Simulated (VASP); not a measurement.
# Y (Fd-3m) in VASP: a series of runs, part 2 of 2

VASP 6.6.1. The steps go on from the part before.

## Step 3: Single point, r2SCAN (37.92 Å³/atom)

This run uses another cell than the first one, of 37.92 Å³/atom.

POSCAR

```
Y
1.0
    0.0000000000      3.3596175415      3.3596175415
    3.3596175415      0.0000000000      3.3596175415
    3.3596175415      3.3596175415      0.0000000000
Y
2
Direct
    0.1250000000      0.1250000000      0.1250000000
    0.8750000000      0.8750000000      0.8750000000
```

INCAR.step1

```
ALGO     = Normal         # electronic algorithm
EDIFF    = 1E-4           # SCF threshold, eV
ENCUT    = 520            # plane-wave cutoff, eV
GGA      = PE             # functional
ISMEAR   = -1             # smearing method
LASPH    = True           # aspherical terms in the spheres
LCHARG   = False          # write CHGCAR
LREAL    = False          # projectors in reciprocal space
LWAVE    = True           # write WAVECAR
NBANDS   = 18             # bands
NELM     = 60             # most SCF steps
PREC     = Accurate       # precision mode
SIGMA    = 0.1            # smearing width, eV
```

INCAR.step2

```
ALGO     = Normal         # electronic algorithm
EDIFF    = 1E-7           # SCF threshold, eV
ENCUT    = 520            # plane-wave cutoff, eV
ISIF     = 2              # what is computed and relaxed
ISMEAR   = -1             # smearing method
ISTART   = 1            
LASPH    = True           # aspherical terms in the spheres
LCHARG   = False          # write CHGCAR
LMIXTAU  = True         
LREAL    = False          # projectors in reciprocal space
LWAVE    = False          # write WAVECAR
METAGGA  = R2SCAN         # meta-GGA
NBANDS   = 18             # bands
NELM     = 60             # most SCF steps
PREC     = Accurate       # precision mode
SIGMA    = 0.1            # smearing width, eV
```

KPOINTS

```
k-points
0
Gamma
  9 9 9
```

Potentials or basis: VASP PAW PBE potentials, release 64 (Y_sv).

Launch:

```bash
cat potpaw_PBE.64/Y_sv/POTCAR > POTCAR
cp INCAR.step1 INCAR
mpirun -np 1 vasp_std > vasp.out
cp INCAR.step2 INCAR
mpirun -np 1 vasp_std > vasp.out
```

OUTCAR:

```text
EDIFF = 1E-7
   ENCUT = 520
   ISIF = 2
   ISMEAR = -1
   ISTART = 1
   LASPH = True
   LREAL = False
   METAGGA = R2SCAN
   NELM = 60
   PREC = Accurate

 ion  position               nearest neighbor table
   1  0.125  0.125  0.125-   2 2.91   2 2.91   2 2.91   2 2.91
   2  0.875  0.875  0.875-   1 2.91   1 2.91   1 2.91   1 2.91

  LATTYP: Found a face centered cubic cell.
 ALAT       =     6.7192350830

  Lattice vectors:

 A1 = (   0.0000000000,   3.3596175415,   3.3596175415)
 A2 = (   3.3596175415,   0.0000000000,   3.3596175415)
 A3 = (   3.3596175415,   3.3596175415,   0.0000000000)

Analysis of symmetry for initial positions (statically):
=====================================================================
 Subroutine PRICEL returns:
 Original cell was already a primitive cell.

 Routine SETGRP: Setting up the symmetry group for a
 face centered cubic supercell.

 Subroutine GETGRP returns: Found 48 space group operations
 (whereof 12 operations were pure point group operations)
 out of a pool of 48 trial point group operations.

The static configuration has the point symmetry D_3d.
 The point group associated with its full space group is O_h .

Analysis of symmetry for dynamics (positions and initial velocities):
=====================================================================
 Subroutine PRICEL returns:
 Original cell was already a primitive cell.

 Routine SETGRP: Setting up the symmetry group for a
 face centered cubic supercell.

 Subroutine GETGRP returns: Found 48 space group operations
 (whereof 12 operations were pure point group operations)
 out of a pool of 48 trial point group operations.

The dynamic configuration has the point symmetry D_3d.
 The point group associated with its full space group is O_h .

 Subroutine INISYM returns: Found 48 space group operations
 (whereof 12 operations are pure point group operations),
 and found     1 'primitive' translations

----------------------------------------------------------------------------------------

                                     Primitive cell

  volume of cell :      75.8402

  direct lattice vectors                    reciprocal lattice vectors
     0.000000000  3.359617542  3.359617542    -0.148826464  0.148826464  0.148826464
     3.359617542  0.000000000  3.359617542     0.148826464 -0.148826464  0.148826464
     3.359617542  3.359617542  0.000000000     0.148826464  0.148826464 -0.148826464

  length of vectors
     4.751216692  4.751216692  4.751216692     0.257774998  0.257774998  0.257774998

  position of ions in fractional coordinates (direct lattice)
     0.125000000  0.125000000  0.125000000
     0.875000000  0.875000000  0.875000000

  ion indices of the primitive-cell ions
   primitive index   ion index
                 1           1
                 2           2

----------------------------------------------------------------------------------------

 KPOINTS: k-points

Automatic generation of k-mesh.
 Grid dimensions read from file:
 generate k-points for:    9    9    9

 Generating k-lattice:

  Cartesian coordinates                     Fractional coordinates (reciprocal lattice)
    -0.016536274  0.016536274  0.016536274     0.111111111  0.000000000  0.000000000
     0.016536274 -0.016536274  0.016536274     0.000000000  0.111111111  0.000000000
     0.016536274  0.016536274 -0.016536274     0.000000000  0.000000000  0.111111111

  Length of vectors
     0.028641666  0.028641666  0.028641666

  Shift w.r.t. Gamma in fractional coordinates (k-lattice)
     0.000000000  0.000000000  0.000000000

 Subroutine IBZKPT returns following result:
 ===========================================

 Found     35 irreducible k-points:

 Following reciprocal coordinates:
            Coordinates               Weight
  0.000000  0.000000  0.000000      1.000000
  0.111111  0.000000  0.000000      8.000000
  0.222222  0.000000  0.000000      8.000000
  0.333333  0.000000  0.000000      8.000000
  0.444444  0.000000  0.000000      8.000000
  0.111111  0.111111  0.000000      6.000000
[... 16 lines left out ...]
 -0.333333  0.333333  0.000000     12.000000
  0.444444  0.444444  0.000000      6.000000
 [... further k-points ...]
   k-points           NKPTS =     35   k-points in BZ     NKDIM =     35   number of bands    NBANDS=     18
   number of dos      NEDOS =    301   number of ions     NIONS =      2
   total plane-waves  NPLWV =  46656
   dimension x,y,z NGX =    36 NGY =   36 NGZ =   36
   dimension x,y,z NGXF=    72 NGYF=   72 NGZF=   72
   ions per type =               2
   NGX,Y,Z   is equivalent  to a cutoff of  12.60, 12.60, 12.60 a.u.
   NGXF,Y,Z  is equivalent  to a cutoff of  25.19, 25.19, 25.19 a.u.
 SYSTEM =  unknown system
   PREC   = accura    normal or accurate (medium, high low for compatibility)
   ISTART =      1    job   : 0-new  1-cont  2-samecut
   ICHARG =      0    charge: 1-file 2-atom 10-const
   ISPIN  =      1    spin polarized calculation?
   LNONCOLLINEAR =      F non collinear calculations
   LSORBIT =      F    spin-orbit coupling
   LASPH  =      T    aspherical Exc in radial PAW
   ENCUT  =  520.0 eV  38.22 Ry    6.18 a.u.   8.83  8.83  8.83*2*pi/ulx,y,z
   NELM   =     60;   NELMIN=  2; NELMDL=  0     # of ELM steps
   EDIFF  = 0.1E-06   stopping-criterion for ELM
   LREAL  =      F    real-space projection
   EDIFFG = 0.1E-05   stopping-criterion for IOM
   NSW    =      0    number of steps for IOM
   IBRION =     -1    ionic relax: 0-MD 1-quasi-New 2-CG
   NFREE  =      0    steps in history (QN), initial steepest desc. (CG)
   ISIF   =      2    stress and relaxation
   ISYM   =      2    0-nonsym 1-usesym 2-fastsym
   POTIM  = 0.5000    time-step for ionic-motion
   TEBEG  =    0.0;   TEEND  =   0.0 temperature during run
   PSTRESS=    0.0 pullay stress
   NELECT =      22.0000    total number of electrons
   NUPDOWN=      -1.0000    fix difference up-down
   EMIN   =  10.00;   EMAX   =-10.00  energy-range for DOS
   EFERMI =   0.00;   METHOD = LEGACY
   ISMEAR =    -1;   SIGMA  =   0.10  broadening in eV -4-tet -1-fermi 0-gaus
   EFERMI_NEDOS =   21; number of points for ismear=-14 and -15
   IALGO  =     38    algorithm
   IMIX   =      4    mixing-type and parameters
     AMIX     =   0.40;   BMIX     =  1.00
     AMIX_MAG =   1.60;   BMIX_MAG =  1.00
  volume/ion in A,a.u.               =      37.92       255.90
  Fermi-wavevector in a.u.,A,eV,Ry     =   1.083717  2.047928 15.979261  1.174443
  Thomas-Fermi vector in A             =   2.219790
   LORBIT       =      0    0 simple, 1 ext, 2 COOP (PROOUT), +10 PAW based schemes
   METAGGA = R2SCAN    functional components
   LHFCALC =     F    Hartree Fock is set to
   AEXX    =    0.0000 exact exchange contribution
   IVDW    =     0    specifies the selected vdW correction
   LEPSILON=     F    determine dielectric tensor
   LRPA    =     F    only Hartree local field effects (RPA)
 non-spin polarized calculation
  energy-cutoff  :      520.00
  volume of cell :       75.84
 maximum number of plane-waves:      2085
   NGX = 17   NGY = 17   NGZ = 17

 number of electron      21.9999999 magnetization

 Free energy of the ion-electron system (eV)
  ---------------------------------------------------
  ext. energy  EPLUGINS =         0.00000000
  ---------------------------------------------------
  free energy    TOTEN  =       -36.30968715 eV

  energy without entropy =      -36.18471107  energy(sigma->0) =      -36.24719911

 E-fermi :   2.0217     XC(G=0):  -9.2961

 val. band max:        2.0037843206   @ k =  -0.4444   0.2222   0.1111
 cond. band min:       2.0432072076   @ k =  -0.4444   0.4444   0.1111
 fundamental gap:      0.0394228871
 Fermi energy:         2.0217499088

 k-point     1 :       0.0000    0.0000    0.0000
  band No.  band energies     occupation
      1     -42.8130      2.00000
      2     -42.3428      2.00000
      3     -22.4444      2.00000
      4     -22.4444      2.00000
      5     -22.4444      2.00000
      6     -21.5961      2.00000
[... 10 lines left out ...]
     17       4.4530      0.00000
     18       7.8890      0.00000

 k-point     2 :       0.1111    0.0000    0.0000
  band No.  band energies     occupation
      1     -42.8027      2.00000
      2     -42.3536      2.00000
      3     -22.4582      2.00000
      4     -22.4582      2.00000
      5     -22.4458      2.00000
      6     -21.5964      2.00000
[... 10 lines left out ...]
     17       4.4167      0.00000
     18       7.8455      0.00000
[... 442 lines left out ...]
 k-point    24 :       0.4444    0.4444    0.0000
  band No.  band energies     occupation
      1     -42.6216      2.00000
      2     -42.5400      2.00000
      3     -22.6525      2.00000
      4     -22.6525      2.00000
      5     -22.1069      2.00000
      6     -21.9625      2.00000
[... 10 lines left out ...]
     17       5.6969      0.00000
     18       5.6969      0.00000

 [... further k-points ...]
[... 5 lines left out ...]
  --------------------------------------------------------------------------------------
  -------------------------------------------------------------------------------------
  Total        0.4327339      0.4327339      0.4327339      0.0000000      0.0000000      0.0000000
  in kB        9.1418064      9.1418064      9.1418064      0.0000000      0.0000000      0.0000000
  external PRESSURE =       9.1418064 kB  Pullay stress =       0.0000000 kB

 VOLUME and BASIS-vectors are now :
 -----------------------------------------------------------------------------
  energy-cutoff  :      520.00
  volume of cell :       75.84
      direct lattice vectors                 reciprocal lattice vectors
     0.000000000  3.359617542  3.359617542    -0.148826464  0.148826464  0.148826464
     3.359617542  0.000000000  3.359617542     0.148826464 -0.148826464  0.148826464
     3.359617542  3.359617542  0.000000000     0.148826464  0.148826464 -0.148826464

 POSITION                                       TOTAL-FORCE (eV/Angst)
 -----------------------------------------------------------------------------------
      0.83990      0.83990      0.83990         0.000000      0.000000      0.000000
      5.87933      5.87933      5.87933        -0.000000     -0.000000     -0.000000
 -----------------------------------------------------------------------------------
    total drift:                                0.000000      0.000000      0.000000

  FREE ENERGIE OF THE ION-ELECTRON SYSTEM (eV)
  ---------------------------------------------------
  free  energy   TOTEN  =       -36.3096871496 eV

  energy  without entropy=      -36.1847110728  energy(sigma->0) =      -36.24719911
```

It took 3.4 min on 1 thread of Intel Xeon 6975P-C (Granite Rapids), shared host; peak memory 0.24 GiB.

Results:

```
Free energy            : -36.3097 eV
Pressure               : 0.9 GPa
Band gap on the k mesh : zero (bands 11 and 12 overlap by 0.74 eV)
```

Levels at points of the mesh, in eV from the Fermi level:
```csv
k point,band 8,band 9,band 10,band 11,band 12,band 13,band 14,band 15
"(0.00, 0.00, 0.00)",-23.62,-3.99,-0.24,-0.24,0.69,0.69,0.69,2.43
```

Caveat: the PAW data sets were made with another functional, which shifts forces and pressure a little.
